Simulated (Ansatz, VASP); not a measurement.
# One calculation of Ti2Co, two programs

```
Ti Co
1.0
     0.00000    3.36500    3.36500
     3.36500    0.00000    3.36500
     3.36500    3.36500    0.00000
Ti Co
4 2
Direct
  0.12500 0.12500 0.12500
  0.62500 0.12500 0.12500
  0.12500 0.12500 0.62500
  0.12500 0.62500 0.12500
  0.50000 0.50000 0.50000
  0.75000 0.75000 0.75000
```

Alike in both runs: task single point; functional PBEsol; k mesh 10 × 10 × 10; occupations fermi-dirac, width 0.5 eV; collinear spin.

|  | VASP | Ansatz |
| --- | --- | --- |
| version | VASP 6.6.1 | Ansatz 0.2.0 |
| potentials or method | VASP PAW PBE potentials, release 64 (Ti_sv, Co), cutoff 520 eV | scalar-relativistic, plane waves, PAW |
| valence electrons in the cell | 66 | 82 |

```tsv
	VASP	Ansatz	Ansatz less VASP
gap on the k mesh at the Fermi level (eV)	none	none	-
pressure (GPa)	22.9	22.9	+0.03
net moment per atom (μB)	0.00	0.00	0.000
```

VASP's potentials were made for PBE, not for PBEsol. A gap of «none» marks a metal or a gap that the smearing closes. VASP's potentials hold 66 valence electrons a cell and Ansatz's 82, so a difference there can come from the potentials and not from the codes. Ansatz's warnings: seeded moment not kept.
